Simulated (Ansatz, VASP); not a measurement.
One calculation of Ag, two programs

```
CELL_PARAMETERS angstrom
2.69768 0.00000 0.00000
0.00000 2.69768 0.00000
0.00000 0.00000 2.69768
ATOMIC_POSITIONS crystal
Ag 0.50000 0.50000 0.50000
```

Alike in both runs: task relaxation of cell and atoms; functional PBE; dispersion D3(BJ); k mesh 6 × 6 × 6; occupations gaussian, width 0.1 eV; no spin polarisation.

```csv
,VASP,Ansatz
version,VASP 6.6.1,Ansatz 0.2.0
potentials or method,"VASP PAW PBE potentials, release 64 (Ag), cutoff 500 eV","scalar-relativistic, plane waves, PAW"
valence electrons in the cell,11,19
```

```csv
,VASP,Ansatz,Ansatz less VASP
"gap on the k mesh at the Fermi level, each at its own relaxed structure (eV)",none,none,-
relaxed volume (Å³/atom),19.84,19.85,+0.012
relaxed length of the cell vector where the two differ most in proportion (Å),2.707,2.708,+0.0005
```

A gap of «none» marks a metal or a gap that the smearing closes. VASP's potentials hold 11 valence electrons a cell and Ansatz's 19, so a difference there can come from the potentials and not from the codes.

The k mesh is coarse, so the values compare programs but aren't converged.
